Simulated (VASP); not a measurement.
# GeSe (Pnma) in VASP: single point with r2SCAN

Aim: the single point of GeSe with r2SCAN.

All numbers are computed with VASP 6.6.1; they aren't measurements. Logs are shortened: lines on timing, memory, paths and dates and some standing lists are left out, and cuts for length are marked.

## 1. The cell of the first run

It takes space group Pnma (No. 62, orthorhombic). Conventional cell: a = 11.239 Å, b = 3.794 Å, c = 4.527 Å, α = 90.00°, β = 90.00°, γ = 90.00°. Ge (site symmetry m) has 6 Se at 2.55 to 3.61 Å and 4 Ge at 3.61 to 3.79 Å within 3.8 Å. Se (site symmetry m) has 6 Ge at 2.55 to 3.61 Å and 8 Se at 3.72 to 3.86 Å within 3.9 Å.

## 2. Single point, r2SCAN (uniaxial z strain -3.0%)

The input, POSCAR:

```
GeSe
1.0
   11.2394027221      0.0000000000      0.0000000000
    0.0000000000      3.7939968499      0.0000000000
    0.0000000000      0.0000000000      4.5269108742
Ge Se
4 4
Direct
    0.1288850860      0.2500000000      0.1131771544
    0.8711149140      0.7500000000      0.8868228456
    0.3711149140      0.7500000000      0.6131771544
    0.6288850860      0.2500000000      0.3868228456
    0.8505656922      0.2500000000      0.5113145800
    0.1494343078      0.7500000000      0.4886854200
    0.6494343078      0.7500000000      0.0113145800
    0.3505656922      0.2500000000      0.9886854200
```

The input, INCAR.step1:

```
ALGO = Normal
EDIFF = 1E-5
ENCUT = 550
GGA = PE
GGA_COMPAT = False
ISMEAR = 0
LASPH = True
LCHARG = False
LREAL = False
LWAVE = True
NBANDS = 50
NELM = 120
PREC = Accurate
SIGMA = 0.01
```

The input, INCAR.step2:

```
ALGO = Normal
EDIFF = 1E-6
ENCUT = 550
GGA_COMPAT = False
ISIF = 2
ISMEAR = 0
ISTART = 1
LASPH = True
LCHARG = True
LELF = True
LMIXTAU = True
LREAL = False
LVHAR = True
LWAVE = False
METAGGA = R2SCAN
NBANDS = 50
NELM = 120
PREC = Accurate
SIGMA = 0.01
```

The input, KPOINTS:

```
k-points
0
Gamma
  2 6 6
```

Potentials or basis: VASP PAW PBE potentials, release 64 (Ge_d, Se).

Command:

```bash
cat potpaw_PBE.64/Ge_d/POTCAR potpaw_PBE.64/Se/POTCAR > POTCAR
cp INCAR.step1 INCAR
mpirun -np 1 vasp_std > vasp.out
cp INCAR.step2 INCAR
mpirun -np 1 vasp_std > vasp.out
```

OUTCAR:

```text
EDIFF = 1E-6
   ENCUT = 550
   ISIF = 2
   ISMEAR = 0
   ISTART = 1
   LASPH = True
   LREAL = False
   METAGGA = R2SCAN
   NELM = 120
   PREC = Accurate

 ion  position               nearest neighbor table
   1  0.129  0.250  0.113-   8 2.55   6 2.56   6 2.56
   2  0.871  0.750  0.887-   7 2.55   5 2.56   5 2.56
   3  0.371  0.750  0.613-   6 2.55   8 2.56   8 2.56
   4  0.629  0.250  0.387-   5 2.55   7 2.56   7 2.56
   5  0.851  0.250  0.511-   4 2.55   2 2.56   2 2.56
   6  0.149  0.750  0.489-   3 2.55   1 2.56   1 2.56
   7  0.649  0.750  0.011-   2 2.55   4 2.56   4 2.56
   8  0.351  0.250  0.989-   1 2.55   3 2.56   3 2.56

  LATTYP: Found a simple orthorhombic cell.
 ALAT       =     3.7939968499
 B/A-ratio  =     1.1931772886
 C/A-ratio  =     2.9624175156

  Lattice vectors:

 A1 = (   0.0000000000,   3.7939968499,   0.0000000000)
 A2 = (   0.0000000000,   0.0000000000,   4.5269108742)
 A3 = (  11.2394027221,   0.0000000000,   0.0000000000)

Analysis of symmetry for initial positions (statically):
=====================================================================
 Subroutine PRICEL returns:
 Original cell was already a primitive cell.

 Routine SETGRP: Setting up the symmetry group for a
 simple orthorhombic supercell.

 Subroutine GETGRP returns: Found  8 space group operations
 (whereof  2 operations were pure point group operations)
 out of a pool of  8 trial point group operations.

The static configuration has the point symmetry S_2 .
 The point group associated with its full space group is D_2h.

Analysis of symmetry for dynamics (positions and initial velocities):
=====================================================================
 Subroutine PRICEL returns:
 Original cell was already a primitive cell.

 Routine SETGRP: Setting up the symmetry group for a
 simple orthorhombic supercell.

 Subroutine GETGRP returns: Found  8 space group operations
 (whereof  2 operations were pure point group operations)
 out of a pool of  8 trial point group operations.

The dynamic configuration has the point symmetry S_2 .
 The point group associated with its full space group is D_2h.

 Subroutine INISYM returns: Found  8 space group operations
 (whereof  2 operations are pure point group operations),
[... 108 lines left out ...]
   EDIFF  = 0.1E-05   stopping-criterion for ELM
   LREAL  =      F    real-space projection
   EDIFFG = 0.1E-04   stopping-criterion for IOM
   NSW    =      0    number of steps for IOM
   IBRION =     -1    ionic relax: 0-MD 1-quasi-New 2-CG
   NFREE  =      0    steps in history (QN), initial steepest desc. (CG)
   ISIF   =      2    stress and relaxation
   ISYM   =      2    0-nonsym 1-usesym 2-fastsym
   POTIM  = 0.5000    time-step for ionic-motion
   TEBEG  =    0.0;   TEEND  =   0.0 temperature during run
   PSTRESS=    0.0 pullay stress
   NELECT =      80.0000    total number of electrons
   NUPDOWN=      -1.0000    fix difference up-down
   EMIN   =  10.00;   EMAX   =-10.00  energy-range for DOS
   EFERMI =   0.00;   METHOD = LEGACY
   ISMEAR =     0;   SIGMA  =   0.01  broadening in eV -4-tet -1-fermi 0-gaus
   EFERMI_NEDOS =   21; number of points for ismear=-14 and -15
   IALGO  =     38    algorithm
   IMIX   =      4    mixing-type and parameters
     AMIX     =   0.40;   BMIX     =  1.00
     AMIX_MAG =   1.60;   BMIX_MAG =  1.00
  volume/ion in A,a.u.               =      24.13       162.84
  Fermi-wavevector in a.u.,A,eV,Ry     =   1.220555  2.306515 20.269349  1.489755
  Thomas-Fermi vector in A             =   2.355769
   LORBIT       =      0    0 simple, 1 ext, 2 COOP (PROOUT), +10 PAW based schemes
   METAGGA = R2SCAN    functional components
   LHFCALC =     F    Hartree Fock is set to
   AEXX    =    0.0000 exact exchange contribution
   IVDW    =     0    specifies the selected vdW correction
   LEPSILON=     F    determine dielectric tensor
   LRPA    =     F    only Hartree local field effects (RPA)
 non-spin polarized calculation
 Gauss-broadening in eV      SIGMA  =   0.01
  energy-cutoff  :      550.00
  volume of cell :      193.04
 maximum number of plane-waves:      5687
 NGX is ok and might be reduce to    90
   NGX = 43   NGY = 15   NGZ = 17

 number of electron      79.9999962 magnetization

 Free energy of the ion-electron system (eV)
  ---------------------------------------------------
  ext. energy  EPLUGINS =         0.00000000
  ---------------------------------------------------
  free energy    TOTEN  =      -114.31785602 eV

  energy without entropy =     -114.31785602  energy(sigma->0) =     -114.31785602

 E-fermi :   3.8069     XC(G=0): -10.2538

 val. band max:        3.6960652901   @ k =   0.0000   0.0000   0.0000
 cond. band min:       4.6459265647   @ k =   0.0000   0.0000   0.0000
 fundamental gap:      0.9498612746
 Fermi energy:         3.8068589074

 k-point     1 :       0.0000    0.0000    0.0000
  band No.  band energies     occupation
      1     -21.5109      2.00000
      2     -21.5090      2.00000
      3     -21.5059      2.00000
      4     -21.5052      2.00000
      5     -21.5043      2.00000
      6     -21.5039      2.00000
[... 1261 lines left out ...]
     49       9.5833      0.00000
     50       9.5833      0.00000

 [... further k-points ...]

------------------------ aborting loop because EDIFF is reached ----------------------------------------

  FORCE on cell =-STRESS in cart. coord.  units (eV):
  Direction    XX          YY          ZZ          XY          YZ          ZX
  --------------------------------------------------------------------------------------
  -------------------------------------------------------------------------------------
  Total        0.2637728      1.2862187      1.2960815      0.0000000     -0.0000000      0.0000000
  in kB        2.1892657     10.6753776     10.7572370      0.0000000     -0.0000000      0.0000000
  external PRESSURE =       7.8739601 kB  Pullay stress =       0.0000000 kB

 VOLUME and BASIS-vectors are now :
 -----------------------------------------------------------------------------
  energy-cutoff  :      550.00
  volume of cell :      193.04
      direct lattice vectors                 reciprocal lattice vectors
    11.239402722  0.000000000  0.000000000     0.088972699  0.000000000  0.000000000
     0.000000000  3.793996850  0.000000000     0.000000000  0.263574283  0.000000000
     0.000000000  0.000000000  4.526910874     0.000000000  0.000000000  0.220901190

 POSITION                                       TOTAL-FORCE (eV/Angst)
 -----------------------------------------------------------------------------------
      1.44859      0.94850      0.51234        -0.010408      0.000000     -0.009266
      9.79081      2.84550      4.01457         0.010408     -0.000000      0.009266
      4.17111      2.84550      2.77580         0.010408      0.000000     -0.009266
      7.06829      0.94850      1.75111        -0.010408      0.000000      0.009266
      9.55985      0.94850      2.31468         0.004115     -0.000000     -0.007295
      1.67955      2.84550      2.21224        -0.004115     -0.000000      0.007295
      7.29925      2.84550      0.05122        -0.004115     -0.000000     -0.007295
      3.94015      0.94850      4.47569         0.004115      0.000000      0.007295
 -----------------------------------------------------------------------------------
    total drift:                                0.000000      0.000000      0.000000

  FREE ENERGIE OF THE ION-ELECTRON SYSTEM (eV)
  ---------------------------------------------------
  free  energy   TOTEN  =      -114.3178560230 eV

  energy  without entropy=     -114.3178560230  energy(sigma->0) =     -114.31785602
```

OSZICAR.step1:

```text
N       E                     dE             d eps       ncg     rms          rms(c)
DAV:   1     0.924388015132E+03    0.92439E+03   -0.37208E+04  4034   0.345E+03
DAV:   2     0.152019210216E+03   -0.77237E+03   -0.73862E+03  3200   0.950E+02
DAV:   3    -0.188437987073E+02   -0.17086E+03   -0.16192E+03  3696   0.229E+02
DAV:   4    -0.336589242134E+02   -0.14815E+02   -0.14552E+02  3820   0.733E+01
DAV:   5    -0.341384925289E+02   -0.47957E+00   -0.47691E+00  3746   0.136E+01    0.695E+00
DAV:   6    -0.338149043594E+02    0.32359E+00   -0.60463E-01  4392   0.432E+00    0.432E+00
DAV:   7    -0.338016085142E+02    0.13296E-01   -0.31112E-01  4080   0.203E+00    0.101E+00
DAV:   8    -0.337977633597E+02    0.38452E-02   -0.32755E-02  4210   0.134E+00    0.241E-01
DAV:   9    -0.337983174156E+02   -0.55406E-03   -0.48883E-03  3806   0.488E-01    0.866E-02
DAV:  10    -0.337983822488E+02   -0.64833E-04   -0.41258E-04  3678   0.103E-01    0.360E-02
DAV:  11    -0.337984210488E+02   -0.38800E-04   -0.59530E-05  3232   0.517E-02    0.130E-02
DAV:  12    -0.337984170947E+02    0.39542E-05   -0.10067E-05  2192   0.195E-02
   1 F= -.33798417E+02 E0= -.33798417E+02  d E =-.917424E-89
```

It took 11 min on 1 thread of AMD EPYC 9R45 (Zen 5), shared host; peak memory 0.46 GiB.

Results:

* Free energy: -114.3179 eV
* Pressure: 0.8 GPa
* Largest force: 0.014 eV/Å
* Band gap on the k mesh: 0.95 eV

Forces on the atoms (eV/Å):
```
Ge  -0.010  0.000 -0.009
Ge   0.010  0.000  0.009
Ge   0.010  0.000 -0.009
Ge  -0.010  0.000  0.009
Se   0.004  0.000 -0.007
Se  -0.004  0.000  0.007
Se  -0.004  0.000 -0.007
Se   0.004  0.000  0.007
```

Stress tensor (GPa, compression positive):
```
0.22 0.00 0.00
0.00 1.07 0.00
0.00 0.00 1.08
```

Levels at points of the mesh, in eV from the valence-band top:
```csv
k point,band 38,band 39,band 40,band 41,band 42,band 43
"(0.00, 0.00, 0.00)",-1.16,-0.82,0.00,0.95,2.72,2.90
"(0.50, 0.00, 0.00)",-1.75,-0.39,-0.39,2.34,2.34,2.73
"(0.00, 0.50, 0.00)",-1.57,-1.29,-1.29,1.42,1.42,1.62
"(0.50, 0.50, 0.00)",-1.58,-1.58,-1.58,1.77,1.77,1.77
"(0.00, 0.00, 0.50)",-0.87,-0.33,-0.33,1.72,1.72,2.37
"(0.50, 0.00, 0.50)",-0.65,-0.38,-0.38,1.74,1.74,2.23
"(0.00, 0.50, 0.50)",-2.01,-1.53,-1.53,3.16,3.16,3.38
"(0.50, 0.50, 0.50)",-1.54,-1.54,-1.54,2.92,2.92,2.92
```

Caveat: the cell differs from its parent crystal (uniaxial z strain -3.0%); the PAW data sets were made with another functional, which shifts forces and pressure a little. A k mesh can miss the band edges.
